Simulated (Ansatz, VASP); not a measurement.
**One calculation of GaN, two programs**

INCAR

```
SYSTEM = GaN
PREC     = Accurate       ! precision mode
ENCUT    = 600            ! plane-wave cutoff, eV
EDIFF    = 1E-6           ! SCF threshold, eV
ISMEAR   = -1             ! smearing method
SIGMA    = 0.05           ! smearing width, eV
LREAL    = .FALSE.        ! projectors in reciprocal space
LASPH    = .TRUE.         ! aspherical terms in the spheres
NELM     = 120            ! most SCF steps
ALGO     = Normal         ! electronic algorithm
ISIF     = 2              ! what is computed and relaxed
LWAVE    = .FALSE.        ! write WAVECAR
LCHARG   = .FALSE.        ! write CHGCAR
GGA      = PS             ! functional
NBANDS   = 16             ! bands
GGA_COMPAT= .FALSE.
```

Contents of KPOINTS:

```
regular mesh
0
G
  10 10 10
  0 0 0
```

Contents of POSCAR:

```
GaN
1.0
    0.0000000000      2.2074978911      2.2074978911
    2.2074978911      0.0000000000      2.2074978911
    2.2074978911      2.2074978911      0.0000000000
Ga N
1 1
Direct
    0.0000000000      0.0000000000      0.0000000000
    0.2500000000      0.2500000000      0.2500000000
```

Contents of input.yaml:

```yaml
crystal:
  lattice:
    - [0.0, 2.2074978911, 2.2074978911]
    - [2.2074978911, 0.0, 2.2074978911]
    - [2.2074978911, 2.2074978911, 0.0]
  atoms:
    - { symbol: Ga, position: [0.0, 0.0, 0.0] }
    - { symbol: "N", position: [0.25, 0.25, 0.25] }
hamiltonian:
  xc: pbesol
  pseudopotentials: { kind: paw }
kpoints:
  mp_grid: { grid: [10, 10, 10] }
scf:
  occupations: { method: fermi_dirac, width: 0.05 }
output:
  forces: true
  stress: true
  eigenvalues: true
```

Alike in both runs: task single point; functional PBEsol; k mesh 10 × 10 × 10; occupations fermi-dirac, width 0.05 eV; no spin polarisation.

|  | VASP | Ansatz |
| --- | --- | --- |
| version | VASP 6.6.1 | Ansatz 0.2.0 |
| potentials or method | VASP PAW PBE potentials, release 64 (Ga_d, N) | Ansatz PAW |
| plane-wave cutoff (eV) | 600 | 420 |
| valence electrons in the cell | 18 | 18 |

VASP gave:

| Item | Value |
| --- | --- |
| gap on the k mesh at the Fermi level (eV) | 2.08 |
| least direct gap on the mesh (eV) | 2.08 |
| pressure (GPa) | 11.4 |

Estimate Ansatz's values.

gap on the k mesh at the Fermi level (eV): 2.06; least direct gap on the mesh (eV): 2.06; pressure (GPa): 11.9.

VASP's potentials were made for PBE, not for PBEsol.
